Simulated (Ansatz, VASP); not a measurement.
## Pt in VASP and in Ansatz

```
CELL_PARAMETERS angstrom
0.00000 2.15369 1.95790
2.15369 0.00000 1.95790
2.15369 2.15369 0.00000
ATOMIC_POSITIONS crystal
Pt 0.00000 0.00000 0.00000
```

Change from the starting cell: strain +0.1000 x Voigt [1, 1, 0, 0, 0, 0], atoms carried along.

Alike in both runs: task single point; functional PBE; k mesh 20 × 20 × 20; occupations gaussian, width 0.15 eV; no spin polarisation.

```csv
,VASP,Ansatz
version,VASP 6.6.1,Ansatz 0.2.0
potentials or method,"VASP PAW PBE potentials, release 64 (Pt), cutoff 520 eV","scalar-relativistic, plane waves, PAW"
valence electrons in the cell,10,18
```

```csv
,VASP,Ansatz,Ansatz less VASP
gap on the k mesh at the Fermi level (eV),none,none,-
pressure (GPa),-24.2,-24.0,+0.27
"traceless stress, the component that is largest in VASP (GPa)",1.64,1.64,+0.003
```

A gap of «none» marks a metal or a gap that the smearing closes. VASP's potentials hold 10 valence electrons a cell and Ansatz's 18, so a difference there can come from the potentials and not from the codes.

Neither program's run includes spin-orbit coupling.
